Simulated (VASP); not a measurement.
Wanted: the native input for a VASP 6.6.1 run.

- Task: relaxation of cell and atoms
- Functional: HSE06
- Potentials or basis: VASP PAW PBE potentials, release 64 (Sr_sv, O)
- Cutoff: 600 eV
- k mesh: 6 × 6 × 6
- Occupations: fermi-dirac, width 0.02 eV
- Spin: no spin polarisation
- Dipole correction: no
- Grid for exact exchange (PRECFOCK): Normal
- Further INCAR settings: ALGO = Normal; EDIFF = 1e-06; IBRION = 2; EDIFFG = -0.005; NSW = 80; ISIF = 3
- Share of exact exchange: 0.25
- Screening parameter: 0.2079 1/Å

The system is SrO.

```
Sr O
1.0
     0.00000    2.57989    2.57989
     2.57989    0.00000    2.57989
     2.57989    2.57989    0.00000
Sr O
1 1
Direct
  0.00000 0.00000 0.00000
  0.50000 0.50000 0.50000
```

One way to write it, as run:

POSCAR

```
SrO
1.0
    0.0000000000      2.5798923523      2.5798923523
    2.5798923523      0.0000000000      2.5798923523
    2.5798923523      2.5798923523      0.0000000000
Sr O
1 1
Direct
    0.0000000000      0.0000000000      0.0000000000
    0.5000000000      0.5000000000      0.5000000000
```

INCAR.step1

```
ALGO     = Normal         # electronic algorithm
EDIFF    = 1E-5           # SCF threshold, eV
ENCUT    = 600            # plane-wave cutoff, eV
GGA      = PE             # functional
ISMEAR   = -1             # smearing method
LASPH    = True           # aspherical terms in the spheres
LCHARG   = False          # write CHGCAR
LREAL    = False          # projectors in reciprocal space
LWAVE    = True           # write WAVECAR
NBANDS   = 15             # bands
NELM     = 100            # most SCF steps
PREC     = Accurate       # precision mode
SIGMA    = 0.02           # smearing width, eV
```

INCAR.step2

```
ALGO     = Normal         # electronic algorithm
EDIFF    = 1E-6           # SCF threshold, eV
EDIFFG   = -0.005         # ionic threshold
ENCUT    = 600            # plane-wave cutoff, eV
GGA      = PE             # functional
HFSCREEN = 0.2079         # screening, 1/A
IBRION   = 2              # ionic algorithm
ISIF     = 3              # what is computed and relaxed
ISMEAR   = -1             # smearing method
ISTART   = 1            
LASPH    = True           # aspherical terms in the spheres
LCHARG   = False          # write CHGCAR
LHFCALC  = True           # exact exchange
LREAL    = False          # projectors in reciprocal space
LWAVE    = False          # write WAVECAR
NELM     = 100            # most SCF steps
NSW      = 80             # ionic steps
PREC     = Accurate       # precision mode
PRECFOCK = Normal       
SIGMA    = 0.02           # smearing width, eV
```

KPOINTS

```
k-points
0
Gamma
  6 6 6
```

Potentials or basis: VASP PAW PBE potentials, release 64 (Sr_sv, O).

Command:

```sh
$ cat potpaw_PBE.64/Sr_sv/POTCAR potpaw_PBE.64/O/POTCAR > POTCAR
$ cp INCAR.step1 INCAR
$ mpirun -np 1 vasp_std > vasp.out
$ cp INCAR.step2 INCAR
$ mpirun -np 1 vasp_std > vasp.out
```

Results of the run:

- Relaxed volume: 17.19 Å³/atom
- Relaxed cell: a = 3.650 Å, b = 3.650 Å, c = 3.650 Å, α = 60.00°, β = 60.00°, γ = 60.00°
- Space group after relaxing (to 0.1 Å): Fm-3m (No. 225)
- Energy gained by relaxing: 0.0 meV/atom
- Ionic steps: 2
- Pressure after relaxing: 0.0 GPa
- Band gap on the k mesh: 4.75 eV (least direct gap 4.86 eV)

Caveat: the PAW data sets were made with another functional, which shifts forces and pressure a little.

Wall time 83 min on 1 thread of Oxide Virtual Turin-like Processor (shared host), peak memory 0.27 GiB.
